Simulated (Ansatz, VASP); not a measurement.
**One calculation of GeSb4Te4, two programs**

The input INCAR:

```
PREC     = Accurate       # precision mode
ENCUT    = 520            # plane-wave cutoff, eV
EDIFF    = 1E-7           # SCF threshold, eV
ISMEAR   = 0              # smearing method
SIGMA    = 0.03           # smearing width, eV
LREAL    = F              # projectors in reciprocal space
LASPH    = T              # aspherical terms in the spheres
NELM     = 60             # most SCF steps
ALGO     = Normal         # electronic algorithm
ISIF     = 2              # what is computed and relaxed
LWAVE    = F              # write WAVECAR
LCHARG   = F              # write CHGCAR
GGA      = PE             # functional
NBANDS   = 39             # bands
```

The input KPOINTS:

```
Automatic mesh
0
Gamma
  9 9 2
```

Contents of POSCAR:

```
GeSb4Te4
1.0
   -4.3299846501      0.0000000000      0.0000000000
   -2.1649923251     -3.7498767050      0.0000000000
    0.0000000000      0.0000000000     17.8986093019
Ge Sb Te
1 4 4
Direct
    0.0000000000      0.0000000000      0.3756290559
    0.3333333333      0.3333333333      0.9121285136
    0.6666666667      0.6666666667      0.8251620325
    0.6666666667      0.6666666667      0.1693198636
    0.3333333333      0.3333333333      0.5819382482
    0.3333333333      0.3333333333      0.2814811792
    0.6666666667      0.6666666667      0.4697769326
    1.0000000000      1.0000000000      0.0738703096
    0.0000000000      0.0000000000      0.6773878022
```

Input for Ansatz:

```yaml
crystal:
  lattice:
    - [-4.3299846501, 0.0, 0.0]
    - [-2.1649923251, -3.749876705, 0.0]
    - [0.0, 0.0, 17.8986093019]
  atoms:
    - { symbol: Ge, position: [0.0, 0.0, 0.3756290559] }
    - { symbol: Sb, position: [0.3333333333, 0.3333333333, 0.9121285136] }
    - { symbol: Sb, position: [0.6666666667, 0.6666666667, 0.8251620325] }
    - { symbol: Sb, position: [0.6666666667, 0.6666666667, 0.1693198636] }
    - { symbol: Sb, position: [0.3333333333, 0.3333333333, 0.5819382482] }
    - { symbol: Te, position: [0.3333333333, 0.3333333333, 0.2814811792] }
    - { symbol: Te, position: [0.6666666667, 0.6666666667, 0.4697769326] }
    - { symbol: Te, position: [1.0, 1.0, 0.0738703096] }
    - { symbol: Te, position: [0.0, 0.0, 0.6773878022] }
basis:
  ecutwfc: 420
kpoints:
  mp_grid: { grid: [9, 9, 2] }
hamiltonian:
  xc: pbe
scf:
  occupations: { method: gaussian, width: 0.03 }
output:
  forces: true
  stress: true
  eigenvalues: true
```

Alike in both runs: task single point; functional PBE; k mesh 9 × 9 × 2; occupations gaussian, width 0.03 eV; no spin polarisation.

```csv
,VASP,Ansatz
version,VASP 6.6.1,Ansatz 0.2.0
potentials or method,"VASP PAW PBE potentials, release 64 (Ge_d, Sb, Te), cutoff 520 eV","scalar-relativistic, plane waves, PAW"
valence electrons in the cell,58,138
```

|  | VASP | Ansatz | Ansatz less VASP |
| --- | --- | --- | --- |
| gap on the k mesh at the Fermi level (eV) | 0.13 | 0.14 | +0.005 |
| least direct gap on the mesh (eV) | 0.17 | 0.17 | -0.005 |
| pressure (GPa) | -0.2 | -0.2 | 0.00 |
| rms of the force components (eV/Å) | 0.021 | 0.012 | -0.0094 |

Atom by atom the forces differ by 0.017 eV/Å (rms over components). VASP's potentials hold 58 valence electrons a cell and Ansatz's 138, so a difference there can come from the potentials and not from the codes.

Spin-orbit coupling is off throughout.
